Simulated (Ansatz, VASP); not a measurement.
## InAs4: VASP beside Ansatz

```
In As
1.0
     5.39097    0.00000    0.00000
     0.00000    5.39097    0.00000
     0.00000    0.00000    4.24761
In As
1 4
Direct
  0.50000 0.50000 0.50000
  0.23368 0.23368 0.00000
  0.23368 0.76632 0.00000
  0.76632 0.23368 0.00000
  0.76632 0.76632 0.00000
```

Alike in both runs: task relaxation of cell and atoms; functional PBE; dispersion D3(BJ); k mesh 8 × 8 × 10; occupations gaussian, width 0.1 eV; no spin polarisation.

|  | VASP | Ansatz |
| --- | --- | --- |
| version | VASP 6.6.1 | Ansatz 0.2.0 |
| potentials or method | VASP PAW PBE potentials, release 64 (In_d, As), cutoff 600 eV | scalar-relativistic, plane waves, PAW |
| valence electrons in the cell | 33 | 73 |

Ansatz gave:

| Item | Value |
| --- | --- |
| gap on the k mesh at the Fermi level, each at its own relaxed structure (eV) | none |
| relaxed volume (Å³/atom) | 23.95 |
| relaxed cell length with the largest relative difference (Å) | 3.764 |

Q: What did VASP give for the same quantities?

A: gap on the k mesh at the Fermi level, each at its own relaxed structure (eV): none; relaxed volume (Å³/atom): 23.99; relaxed cell length with the largest relative difference (Å): 3.771.

A gap of «none» marks a metal or a gap that the smearing closes. VASP's potentials hold 33 valence electrons a cell and Ansatz's 73, so a difference there can come from the potentials and not from the codes.
